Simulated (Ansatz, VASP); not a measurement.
BeS: VASP beside Ansatz

```xyz
2
Lattice="0.0000 2.4343 2.4343 2.4343 0.0000 2.4343 2.4343 2.4343 0.0000" Properties=species:S:1:pos:R:3 pbc="T T T"
Be    0.0000    0.0000    0.0000
S     1.2172    1.2172    1.2172
```

Alike in both runs: task single point; functional PBEsol; k mesh 6 × 6 × 6; no spin polarisation.

|  | VASP | Ansatz |
| --- | --- | --- |
| version | VASP 6.6.1 | Ansatz 0.2.0 |
| potentials or method | VASP PAW PBE potentials, release 64 (Be, S) | plane waves |
| plane-wave cutoff (eV) | 600 | 420 |
| occupations | gaussian, width 0.01 eV | fixed |
| valence electrons in the cell | 8 | 8 |

```csv
,VASP,Ansatz,Ansatz less VASP
gap on the k mesh at the Fermi level (eV),2.95,2.95,-0.003
pressure (GPa),-1.6,-1.7,-0.18
```

VASP's potentials were made for PBE, not for PBEsol.
